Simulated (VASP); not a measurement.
A run of VASP 6.6.1 is set up as follows.

Contents of INCAR:

```
PREC = Accurate
ENCUT = 520
EDIFF = 1E-6
ISMEAR = -1
SIGMA = 0.1
LREAL = False
LASPH = True
NELM = 100
ALGO = Normal
ISIF = 2
LWAVE = False
LCHARG = True
GGA = PE
LELF = True
LVHAR = True
NBANDS = 43
```

Contents of KPOINTS:

```
Automatic mesh
0
Gamma
  6 6 3
```

The input POSCAR:

```
Sr2MgAl3
1.0
    6.0343498259      0.0000000000      0.0000000000
   -3.0171749130      5.2259002446      0.0000000000
    0.0000000000      0.0000000000      9.6292623303
Sr Mg Al
4 2 6
Direct
    0.3333333333      0.6666666667      0.0686150536
    0.6666666667      0.3333333333      0.5686150536
    0.3333333333      0.6666666667      0.4313849464
    0.6666666667      0.3333333333      0.9313849464
    0.0000000000      0.0000000000      0.0000000000
    0.0000000000      0.0000000000      0.5000000000
    0.8269599933      0.6539199867      0.2500000000
    0.1730400067      0.8269599933      0.7500000000
    0.3460800133      0.1730400067      0.2500000000
    0.1730400067      0.3460800133      0.7500000000
    0.8269599933      0.1730400067      0.2500000000
    0.6539199867      0.8269599933      0.7500000000
```

Potentials or basis: VASP PAW PBE potentials, release 64 (Sr_sv, Mg, Al).

Run with:

```bash
$ cat potpaw_PBE.64/Sr_sv/POTCAR potpaw_PBE.64/Mg/POTCAR potpaw_PBE.64/Al/POTCAR > POTCAR
$ mpirun -np 1 vasp_std > vasp.out
```

Task: Estimate the largest force.

Result: 0.010 eV/Å.

Task: Predict the pressure.

Result: 0.0 GPa.

Task: Estimate the band gap on the k mesh.

Result: Zero (bands 31 and 32 overlap by 1.23 eV).

Forces in eV/Å, atoms in the order of the input:
```
Sr   0.000  0.000 -0.008
Sr   0.000  0.000 -0.008
Sr   0.000  0.000  0.008
Sr   0.000  0.000  0.008
Mg   0.000  0.000  0.000
Mg   0.000  0.000  0.000
Al   0.000  0.010  0.000
Al  -0.009  0.005  0.000
Al  -0.009 -0.005  0.000
Al   0.000 -0.010  0.000
Al   0.009 -0.005  0.000
Al   0.009  0.005  0.000
```
